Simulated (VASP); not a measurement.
# GdN (Fm-3m) in VASP: single point with PBE+U

Aim: the single point of GdN with PBE+U.

Program: VASP 6.6.1. These are calculated values, not measurements. Logs are shortened: lines on timing, memory, paths and dates and some standing lists are left out, and cuts for length are marked.

## 1. The cell of the first run

It takes space group Fm-3m (No. 225, cubic). The conventional cell has a = 4.999 Å, b = 4.999 Å, c = 4.999 Å, α = 90.00°, β = 90.00°, γ = 90.00°. Within 3.3 Å of Gd (site symmetry m-3m) lie 6 N at 2.50 Å. N (site symmetry m-3m) has 6 Gd at 2.50 Å within 3.3 Å.

## 2. Single point, PBE+U, collinear spin, ferrimagnetic start

INCAR reads:

```
PREC = Accurate
ENCUT = 520
EDIFF = 1E-6
ISMEAR = 0
SIGMA = 0.05
LREAL = F
LASPH = T
NELM = 150
ALGO = Normal
ISIF = 2
LWAVE = F
LCHARG = F
ISPIN = 2
MAGMOM = 7.45 -0.44
LORBIT = 11
NUPDOWN = 6.3
LMAXMIX = 6
LDAU = T
LDAUTYPE = 1
LDAUL = 3 -1
LDAUU = 4 0
LDAUJ = 0.5 0
LDAUPRINT = 1
GGA = PE
NBANDS = 22
```

KPOINTS reads:

```
regular mesh
0
Gamma
  7 7 7
```

POSCAR reads:

```
GdN
1.0
    0.0000000000      2.4994985700      2.4994985700
    2.4994985700      0.0000000000      2.4994985700
    2.4994985700      2.4994985700      0.0000000000
Gd N
1 1
Direct
    0.5000000000      0.5000000000      0.5000000000
    0.0000000000      0.0000000000      0.0000000000
```

Potentials or basis: VASP PAW PBE potentials, release 64 (Gd, N).

Started as:

```bash
$ cat potpaw_PBE.64/Gd/POTCAR potpaw_PBE.64/N/POTCAR > POTCAR
$ mpirun -np 1 vasp_std > vasp.out
```

OUTCAR:

```text
PREC = Accurate
   ENCUT = 520
   EDIFF = 1E-6
   ISMEAR = 0
   LREAL = F
   LASPH = T
   NELM = 150
   ISIF = 2
   ISPIN = 2
   LORBIT = 11
   NUPDOWN = 6.3
   GGA = PE

 ion  position               nearest neighbor table
   1  0.500  0.500  0.500-   2 2.50   2 2.50   2 2.50   2 2.50   2 2.50   2 2.50
   2  0.000  0.000  0.000-   1 2.50   1 2.50   1 2.50   1 2.50   1 2.50   1 2.50

  LATTYP: Found a face centered cubic cell.
 ALAT       =     4.9989971400

  Lattice vectors:

 A1 = (   0.0000000000,   2.4994985700,   2.4994985700)
 A2 = (   2.4994985700,   0.0000000000,   2.4994985700)
 A3 = (   2.4994985700,   2.4994985700,   0.0000000000)

Analysis of symmetry for initial positions (statically):
=====================================================================
 Subroutine PRICEL returns:
 Original cell was already a primitive cell.

 Routine SETGRP: Setting up the symmetry group for a
 face centered cubic supercell.

 Subroutine GETGRP returns: Found 48 space group operations
 (whereof 48 operations were pure point group operations)
 out of a pool of 48 trial point group operations.

The static configuration has the point symmetry O_h .

Analysis of symmetry for dynamics (positions and initial velocities):
=====================================================================
 Subroutine PRICEL returns:
 Original cell was already a primitive cell.

 Routine SETGRP: Setting up the symmetry group for a
 face centered cubic supercell.

 Subroutine GETGRP returns: Found 48 space group operations
 (whereof 48 operations were pure point group operations)
 out of a pool of 48 trial point group operations.

The dynamic configuration has the point symmetry O_h .

Analysis of structural, dynamic, and magnetic symmetry:
=====================================================================
 Subroutine PRICEL returns:
 Original cell was already a primitive cell.

 Routine SETGRP: Setting up the symmetry group for a
 face centered cubic supercell.

 Subroutine GETGRP returns: Found 48 space group operations
 (whereof 48 operations were pure point group operations)
 out of a pool of 48 trial point group operations.

The overall configuration has the point symmetry O_h .

 Subroutine INISYM returns: Found 48 space group operations
 (whereof 48 operations are pure point group operations),
 and found     1 'primitive' translations

----------------------------------------------------------------------------------------

                                     Primitive cell

  volume of cell :      31.2312

  direct lattice vectors                    reciprocal lattice vectors
     0.000000000  2.499498570  2.499498570    -0.200040122  0.200040122  0.200040122
     2.499498570  0.000000000  2.499498570     0.200040122 -0.200040122  0.200040122
     2.499498570  2.499498570  0.000000000     0.200040122  0.200040122 -0.200040122

  length of vectors
     3.534824777  3.534824777  3.534824777     0.346479656  0.346479656  0.346479656

  position of ions in fractional coordinates (direct lattice)
     0.500000000  0.500000000  0.500000000
     0.000000000  0.000000000  0.000000000

  ion indices of the primitive-cell ions
   primitive index   ion index
                 1           1
                 2           2

----------------------------------------------------------------------------------------

 KPOINTS: regular mesh

Automatic generation of k-mesh.
 Grid dimensions read from file:
 generate k-points for:    7    7    7

 Generating k-lattice:
[... 63 lines left out ...]
   ISIF   =      2    stress and relaxation
   ISYM   =      2    0-nonsym 1-usesym 2-fastsym
   POTIM  = 0.5000    time-step for ionic-motion
   TEBEG  =    0.0;   TEEND  =   0.0 temperature during run
   PSTRESS=    0.0 pullay stress
   NELECT =      23.0000    total number of electrons
   NUPDOWN=       6.3000    fix difference up-down
   EMIN   =  10.00;   EMAX   =-10.00  energy-range for DOS
   EFERMI =   0.00;   METHOD = LEGACY
   ISMEAR =     0;   SIGMA  =   0.05  broadening in eV -4-tet -1-fermi 0-gaus
   EFERMI_NEDOS =   21; number of points for ismear=-14 and -15
   IALGO  =     38    algorithm
   IMIX   =      4    mixing-type and parameters
     AMIX     =   0.40;   BMIX     =  1.00
     AMIX_MAG =   1.60;   BMIX_MAG =  1.00
  volume/ion in A,a.u.               =      15.62       105.38
  Fermi-wavevector in a.u.,A,eV,Ry     =   1.478386  2.793745 29.737242  2.185626
  Thomas-Fermi vector in A             =   2.592674
   LORBIT       =     11    0 simple, 1 ext, 2 COOP (PROOUT), +10 PAW based schemes
 LDA+U is selected, type is set to LDAUTYPE =  1
   angular momentum for each species LDAUL =     3   -1
   U (eV)           for each species LDAUU =   4.0  0.0
   J (eV)           for each species LDAUJ =   0.5  0.0
   GGA     = PE    functional components
   LHFCALC =     F    Hartree Fock is set to
   AEXX    =    0.0000 exact exchange contribution
   IVDW    =     0    specifies the selected vdW correction
   LEPSILON=     F    determine dielectric tensor
   LRPA    =     F    only Hartree local field effects (RPA)
 spin polarized calculation
 Gauss-broadening in eV      SIGMA  =   0.05
  energy-cutoff  :      520.00
  volume of cell :       31.23
 maximum number of plane-waves:       869
 NGX is ok and might be reduce to    28
   NGX = 13   NGY = 13   NGZ = 13

atom =   1  type =  1  l = 3

 onsite density matrix

spin component  1

  0.9871 -0.0000 -0.0008  0.0000  0.0000 -0.0000 -0.0000
 -0.0000  0.9880 -0.0000 -0.0000  0.0000 -0.0000  0.0000
 -0.0008 -0.0000  0.9876  0.0000  0.0000 -0.0000  0.0000
  0.0000 -0.0000  0.0000  0.9865  0.0000  0.0000 -0.0000
  0.0000  0.0000  0.0000  0.0000  0.9876  0.0000  0.0008
 -0.0000 -0.0000 -0.0000  0.0000  0.0000  0.9882  0.0000
 -0.0000  0.0000  0.0000 -0.0000  0.0008  0.0000  0.9871

spin component  2

  0.0133  0.0000  0.0052  0.0000  0.0000  0.0000  0.0000
  0.0000  0.0138 -0.0000  0.0000 -0.0000 -0.0000 -0.0000
  0.0052 -0.0000  0.0106 -0.0000  0.0000  0.0000  0.0000
  0.0000  0.0000 -0.0000  0.0173 -0.0000 -0.0000 -0.0000
  0.0000 -0.0000  0.0000 -0.0000  0.0106  0.0000 -0.0052
  0.0000 -0.0000  0.0000 -0.0000  0.0000  0.0065  0.0000
  0.0000 -0.0000  0.0000 -0.0000 -0.0052  0.0000  0.0133

 occupancies and eigenvectors

  o =  0.0065  v =  0.0000  0.0000  0.0000  0.0000  0.0000  0.0000  0.0000 -0.6124 -0.0000  0.7906  0.0000 -0.0001 -0.0003 -0.0000      0.0000  0.0000  0.0000  0.0000  0.0000  0.0000  0.0000  0.0000  0.0000  0.0000  0.0000  0.0000  0.0000  0.0000
  o =  0.0065  v =  0.0000  0.0000  0.0000  0.0000  0.0000  0.0000  0.0000 -0.0000  0.0000  0.0001  0.0000  0.7906 -0.0003  0.6124      0.0000  0.0000  0.0000  0.0000  0.0000  0.0000  0.0000  0.0000  0.0000  0.0000  0.0000  0.0000  0.0000  0.0000
  o =  0.0065  v =  0.0000  0.0000  0.0000  0.0000  0.0000  0.0000  0.0000 -0.0002  0.0000  0.0002  0.0000  0.0003  1.0000  0.0002      0.0000  0.0000  0.0000  0.0000  0.0000  0.0000  0.0000  0.0000  0.0000  0.0000  0.0000  0.0000  0.0000  0.0000
  o =  0.0138  v =  0.0000  0.0000  0.0000  0.0000  0.0000  0.0000  0.0000  0.0000 -1.0000  0.0000 -0.0000  0.0000  0.0000 -0.0000      0.0000  0.0000  0.0000  0.0000  0.0000  0.0000  0.0000  0.0000  0.0000  0.0000  0.0000  0.0000  0.0000  0.0000
  o =  0.0173  v =  0.0000  0.0000  0.0000  0.0000  0.0000  0.0000  0.0000  0.0000  0.0000  0.0000 -1.0000 -0.0001  0.0000  0.0002      0.0000  0.0000  0.0000  0.0000  0.0000  0.0000  0.0000  0.0000  0.0000  0.0000  0.0000  0.0000  0.0000  0.0000
  o =  0.0173  v =  0.0000  0.0000  0.0000  0.0000  0.0000  0.0000  0.0000  0.7906  0.0000  0.6124  0.0000  0.0000  0.0000  0.0000      0.0000  0.0000  0.0000  0.0000  0.0000  0.0000  0.0000  0.0000  0.0000  0.0000  0.0000  0.0000  0.0000  0.0000
  o =  0.0173  v =  0.0000  0.0000  0.0000  0.0000  0.0000  0.0000  0.0000 -0.0000 -0.0000 -0.0000  0.0002 -0.6124 -0.0000  0.7906      0.0000  0.0000  0.0000  0.0000  0.0000  0.0000  0.0000  0.0000  0.0000  0.0000  0.0000  0.0000  0.0000  0.0000
  o =  0.9865  v = -0.7906 -0.0000 -0.6124  0.0000  0.0000 -0.0000 -0.0000  0.0000  0.0000  0.0000  0.0000  0.0000  0.0000  0.0000      0.0000  0.0000  0.0000  0.0000  0.0000  0.0000  0.0000  0.0000  0.0000  0.0000  0.0000  0.0000  0.0000  0.0000
  o =  0.9865  v =  0.0000  0.0000  0.0000  0.0226  0.6122  0.0000 -0.7904  0.0000  0.0000  0.0000  0.0000  0.0000  0.0000  0.0000      0.0000  0.0000  0.0000  0.0000  0.0000  0.0000  0.0000  0.0000  0.0000  0.0000  0.0000  0.0000  0.0000  0.0000
  o =  0.9865  v =  0.0000 -0.0000  0.0000  0.9997 -0.0138 -0.0000  0.0178  0.0000  0.0000  0.0000  0.0000  0.0000  0.0000  0.0000      0.0000  0.0000  0.0000  0.0000  0.0000  0.0000  0.0000  0.0000  0.0000  0.0000  0.0000  0.0000  0.0000  0.0000
  o =  0.9880  v =  0.0000  1.0000 -0.0000  0.0000 -0.0000  0.0000 -0.0000  0.0000  0.0000  0.0000  0.0000  0.0000  0.0000  0.0000      0.0000  0.0000  0.0000  0.0000  0.0000  0.0000  0.0000  0.0000  0.0000  0.0000  0.0000  0.0000  0.0000  0.0000
  o =  0.9882  v =  0.0000  0.0000  0.0000 -0.0000  0.0009 -1.0000  0.0007  0.0000  0.0000  0.0000  0.0000  0.0000  0.0000  0.0000      0.0000  0.0000  0.0000  0.0000  0.0000  0.0000  0.0000  0.0000  0.0000  0.0000  0.0000  0.0000  0.0000  0.0000
  o =  0.9882  v =  0.0000  0.0000 -0.0000 -0.0000  0.7906  0.0011  0.6124  0.0000  0.0000  0.0000  0.0000  0.0000  0.0000  0.0000      0.0000  0.0000  0.0000  0.0000  0.0000  0.0000  0.0000  0.0000  0.0000  0.0000  0.0000  0.0000  0.0000  0.0000
  o =  0.9882  v =  0.6124 -0.0000 -0.7906  0.0000  0.0000 -0.0000 -0.0000  0.0000  0.0000  0.0000  0.0000  0.0000  0.0000  0.0000      0.0000  0.0000  0.0000  0.0000  0.0000  0.0000  0.0000  0.0000  0.0000  0.0000  0.0000  0.0000  0.0000  0.0000

 number of electron      23.0000006 magnetization       6.3000112

 Free energy of the ion-electron system (eV)
  ---------------------------------------------------
  ext. energy  EPLUGINS =         0.00000000
  ---------------------------------------------------
  free energy    TOTEN  =       -22.18651199 eV

  energy without entropy =      -22.18536300  energy(sigma->0) =      -22.18593749

 E-fermi :   5.8703     XC(G=0): -11.5786

 val. band max:        5.7953114093   @ k =   0.4286   0.2857   0.1429
 cond. band min:       2.8711879295   @ k =   0.2857   0.1429   0.0000
 fundamental gap:     -2.9241234798
 Fermi energy:         2.8493237390

 spin component 1

 k-point     1 :       0.0000    0.0000    0.0000
  band No.  band energies     occupation
      1     -39.8006      1.00000
      2     -16.7944      1.00000
      3     -16.7944      1.00000
      4     -16.7944      1.00000
      5      -9.2058      1.00000
      6      -1.2338      1.00000
[... 489 lines left out ...]
     21      15.2441      0.00000
     22      16.7753      0.00000
 Fermi energy:         5.8702947218

 spin component 2

 k-point     1 :       0.0000    0.0000    0.0000
  band No.  band energies     occupation
      1     -36.7859      1.00000
      2     -14.6695      1.00000
      3     -14.6695      1.00000
      4     -14.6695      1.00000
      5      -9.6465      1.00000
      6       2.7853      1.00000
[... 489 lines left out ...]
     21      15.6923      0.00000
     22      17.4134      0.00000

------------------------ aborting loop because EDIFF is reached ----------------------------------------

  FORCE on cell =-STRESS in cart. coord.  units (eV):
  Direction    XX          YY          ZZ          XY          YZ          ZX
  --------------------------------------------------------------------------------------
  -------------------------------------------------------------------------------------
  Total       -0.2338819     -0.2338819     -0.2338819      0.0000000     -0.0000000     -0.0000000
  in kB      -11.9982647    -11.9982647    -11.9982647      0.0000000     -0.0000000     -0.0000000
  external PRESSURE =     -11.9982647 kB  Pullay stress =       0.0000000 kB

 VOLUME and BASIS-vectors are now :
 -----------------------------------------------------------------------------
  energy-cutoff  :      520.00
  volume of cell :       31.23
      direct lattice vectors                 reciprocal lattice vectors
     0.000000000  2.499498570  2.499498570    -0.200040122  0.200040122  0.200040122
     2.499498570  0.000000000  2.499498570     0.200040122 -0.200040122  0.200040122
     2.499498570  2.499498570  0.000000000     0.200040122  0.200040122 -0.200040122

 POSITION                                       TOTAL-FORCE (eV/Angst)
 -----------------------------------------------------------------------------------
      2.49950      2.49950      2.49950         0.000000      0.000000      0.000000
      0.00000      0.00000      0.00000        -0.000000     -0.000000     -0.000000
 -----------------------------------------------------------------------------------
    total drift:                                0.000000      0.000000      0.000000

  FREE ENERGIE OF THE ION-ELECTRON SYSTEM (eV)
  ---------------------------------------------------
  free  energy   TOTEN  =       -22.1865119860 eV

  energy  without entropy=      -22.1853629954  energy(sigma->0) =      -22.18593749

 total charge

# of ion       s       p       d       f       tot
--------------------------------------------------
    1        2.032   5.648   0.571   6.990  15.240
    2        1.260   2.345   0.000   0.000   3.605
--------------------------------------------------
tot          3.291   7.993   0.571   6.990  18.845

 magnetization (x)

# of ion       s       p       d       f       tot
--------------------------------------------------
    1       -0.006  -0.092  -0.050   6.822   6.675
    2       -0.011  -0.286   0.000   0.000  -0.297
--------------------------------------------------
tot         -0.017  -0.378  -0.050   6.822   6.378
```

Run time: 1.8 min. Hardware: 1 thread of AMD EPYC 7R43 (Zen 3), shared host; peak memory 0.15 GiB.

Results:

```yaml
Free_energy: -22.1865 eV
Pressure: -1.2 GPa
Net_moment: 6.30 μB per cell
Site_moments: Gd +6.67; N -0.30 μB
Valence_electrons_inside_the_program's_atomic_spheres: Gd 15.24; N 3.60
```

Eigenvalues of the final occupation matrices:
```
    site  spin  trace                         eigenvalues
site 1 f     1   6.91  0.99 0.99 0.99 0.99 0.99 0.99 0.99
site 1 f     2   0.09  0.01 0.01 0.01 0.01 0.02 0.02 0.02
```

Caveat: spin-orbit coupling is left out, which moves the levels of the heavy elements; the total moment is fixed, so each spin has its own Fermi level; a cell with one magnetic atom can't hold antiferromagnetic order, which such compounds often take. The state reached can hang on the start; a lower one may exist.
